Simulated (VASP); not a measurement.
Here is a VASP 6.6.1 calculation.

The input INCAR:

```
ALGO = Normal
EDIFF = 1E-6
ENCUT = 520
GGA = PS
ISIF = 2
ISMEAR = 0
ISPIN = 2
LASPH = T
LCHARG = F
LMAXMIX = 4
LORBIT = 11
LREAL = F
LWAVE = F
MAGMOM = 1.05 0.84 0.85 0.85 0 0
NBANDS = 35
NELM = 150
PREC = Accurate
SIGMA = 0.1
```

KPOINTS

```
k-points
0
Gamma
  6 6 4
```

Contents of POSCAR:

```
Co2Si
1.0
    3.8457287915      0.0000000000      0.0000000000
   -1.9228643957      3.3304988295      0.0000000000
    0.0000000000      0.0000000000      4.8273292448
Co Si
4 2
Direct
    0.0000000000      0.0000000000      0.0000000000
    0.0000000000      0.0000000000      0.5000000000
    0.3333333333      0.6666666667      0.7500634418
    0.6666666667      0.3333333333      0.2499365582
    0.3333333333      0.6666666667      0.2500961042
    0.6666666667      0.3333333333      0.7499038958
```

Potentials or basis: VASP PAW PBE potentials, release 64 (Co, Si).

The run is started by

```sh
$ cat potpaw_PBE.64/Co/POTCAR potpaw_PBE.64/Si/POTCAR > POTCAR
$ mpirun -np 1 vasp_std > vasp.out
```

**Question.** Predict the band gap on the k mesh.

**Answer.** Zero (filled and empty bands overlap).

**Question.** Predict the net moment.

**Answer.** 0.00 μB per cell.

**Question.** What does it give for the pressure?

**Answer.** 0.3 GPa.

Caveat: the moments typed at the start vanished in this run; the PAW data sets were made with another functional, which shifts forces and pressure a little.
